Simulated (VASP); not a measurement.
Set up this calculation in VASP 6.6.1, as the native input.

| Quantity | Value |
| --- | --- |
| Task | single point |
| Functional | r2SCAN |
| Potentials or basis | VASP PAW PBE potentials, release 64 (Cd, Se) |
| Cutoff | 520 eV |
| k mesh | 6 × 6 × 6 |
| Occupations | gaussian, width 0.01 eV |
| Spin | no spin polarisation |
| Dipole correction | no |
| Further INCAR settings | ALGO = Normal; EDIFF = 1e-06; NBANDS = 16 |

The system is CdSe.

```
CELL_PARAMETERS angstrom
0.00000 3.00759 3.00759
3.00759 0.00000 3.00759
3.00759 3.00759 0.00000
ATOMIC_POSITIONS crystal
Cd 0.00000 0.00000 0.00000
Se 0.75000 0.75000 0.75000
```

These files were run (other wordings do the same):

POSCAR

```
CdSe
1.0
    0.0000000000      3.0075948216      3.0075948216
    3.0075948216      0.0000000000      3.0075948216
    3.0075948216      3.0075948216      0.0000000000
Cd Se
1 1
Direct
    0.0000000000      0.0000000000      0.0000000000
    0.7500000000      0.7500000000      0.7500000000
```

INCAR.step1

```
  PREC = Accurate
  ENCUT = 520
  ISMEAR = 0
  SIGMA = 0.01
  LREAL = False
  LASPH = True
  NELM = 80
  NBANDS = 16
  GGA = PE
  ALGO = Normal
  EDIFF = 1E-4
  LWAVE = True
  LCHARG = False
```

INCAR.step2

```
  PREC = Accurate
  ENCUT = 520
  EDIFF = 1E-6
  ISMEAR = 0
  SIGMA = 0.01
  LREAL = False
  LASPH = True
  NELM = 80
  ALGO = Normal
  ISIF = 2
  LWAVE = False
  LCHARG = True
  METAGGA = R2SCAN
  LMIXTAU = True
  LELF = True
  LVHAR = True
  NBANDS = 16
  ISTART = 1
```

KPOINTS

```
regular mesh
0
Gamma
  6 6 6
```

Potentials or basis: VASP PAW PBE potentials, release 64 (Cd, Se).

The run is started by

```sh
$ cat potpaw_PBE.64/Cd/POTCAR potpaw_PBE.64/Se/POTCAR > POTCAR
$ cp INCAR.step1 INCAR
$ mpirun -np 1 vasp_std > vasp.out
$ cp INCAR.step2 INCAR
$ mpirun -np 1 vasp_std > vasp.out
```

Results of the run:

```json
{
 "Pressure": "3.8 GPa",
 "Band gap on the k mesh": "1.16 eV, direct"
}
```

Caveat: the PAW data sets were made with another functional, which shifts forces and pressure a little.

It took 30 s on 1 thread of AMD EPYC 9R45 96-Core Processor (Zen 5), with other jobs on the host, peak memory 0.16 GiB.
